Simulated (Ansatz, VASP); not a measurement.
**HfTe5Mo: VASP beside Ansatz**

```
CELL_PARAMETERS angstrom
0.00000 5.20797 5.20797
5.20797 0.00000 5.20797
5.20797 5.20797 0.00000
ATOMIC_POSITIONS crystal
Hf 0.25000 0.25000 0.25000
Te 0.10554 0.10554 0.10554
Te 0.10554 0.10554 0.68338
Te 0.10554 0.68338 0.10554
Te 0.68338 0.10554 0.10554
Te 0.75000 0.75000 0.75000
Mo 0.50000 0.50000 0.50000
```

Alike in both runs: functional PBE; k mesh 3 × 3 × 3; occupations gaussian, width 0.2 eV; no spin polarisation.

Ansatz relaxed the structure, and its values are those at the end. VASP's run is a single point on that final structure, the one shown.

```csv
,VASP,Ansatz
version,VASP 6.6.1,Ansatz 0.2.0
potentials or method,"VASP PAW PBE potentials, release 64 (Hf_pv, Te, Mo_sv), cutoff 500 eV","scalar-relativistic, plane waves, PAW"
valence electrons in the cell,54,120
```

```csv
,VASP,Ansatz,Ansatz less VASP
gap on the k mesh at the Fermi level (eV),none,none,-
pressure (GPa),0.4,0.4,+0.05
rms of the force components (eV/Å),0.004,0.003,-0.0012
```

A gap of «none» marks a metal or a gap that the smearing closes. VASP's potentials hold 54 valence electrons a cell and Ansatz's 120, so a difference there can come from the potentials and not from the codes.

Neither program's run includes spin-orbit coupling.
